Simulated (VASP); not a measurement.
Write the native input for VASP 6.6.1 that does the following.

```
Task                   : relaxation of cell and atoms
Functional             : LDA
Potentials or basis    : VASP PAW LDA potentials, release 64 (Ti_sv, O)
Cutoff                 : 600 eV
k mesh                 : 6 × 6 × 8
Occupations            : fermi-dirac, width 0.02 eV
Spin                   : no spin polarisation
Dipole correction      : no
Further INCAR settings : ALGO = Normal; EDIFF = 1e-06; IBRION = 2; EDIFFG = -0.005; NSW = 80; ISIF = 3
```

The structure of TiO2 lies in POSCAR:

```
TiO2
1.0
    4.6433015421      0.0000000000      0.0000000000
    0.0000000000      4.6433015421      0.0000000000
    0.0000000000      0.0000000000      2.9640763260
Ti O
2 4
Direct
    0.0000000000      0.0000000000      0.0000000000
    0.5000000000      0.5000000000      0.5000000000
    0.3051320929      0.3051320929      0.0000000000
    0.1948679071      0.8051320929      0.5000000000
    0.8051320929      0.1948679071      0.5000000000
    0.6948679071      0.6948679071      0.0000000000
```

These files were run (other wordings do the same):

INCAR

```
PREC = Accurate
ENCUT = 600
EDIFF = 1E-6
ISMEAR = -1
SIGMA = 0.02
LREAL = F
LASPH = T
NELM = 100
ALGO = Normal
ISIF = 3
LWAVE = F
LCHARG = F
GGA = CA
IBRION = 2
NSW = 80
EDIFFG = -0.005
```

KPOINTS

```
Automatic mesh
0
Gamma
  6 6 8
```

Potentials or basis: VASP PAW LDA potentials, release 64 (Ti_sv, O).

Command:

```bash
$ cat potpaw_LDA.64/Ti_sv/POTCAR potpaw_LDA.64/O/POTCAR > POTCAR
$ mpirun -np 1 vasp_std > vasp.out
```

Results of the run:

The relaxed volume is 10.09 Å³/atom and the relaxed cell is a = 4.553 Å, b = 4.553 Å, c = 2.921 Å, α = 90.00°, β = 90.00°, γ = 90.00°. The space group after relaxing (to 0.1 Å) is P4_2/mnm (No. 136), the energy gained by relaxing is 21.6 meV/atom and the ionic steps are 10. The pressure after relaxing is 0.0 GPa. The band gap on the k mesh is 1.82 eV.

Caveat: the structure was generated, so it needn't be the stable form of TiO2.

It took 12 min on 1 thread of Intel Xeon 8259CL, on a shared host, peak memory 0.23 GiB.
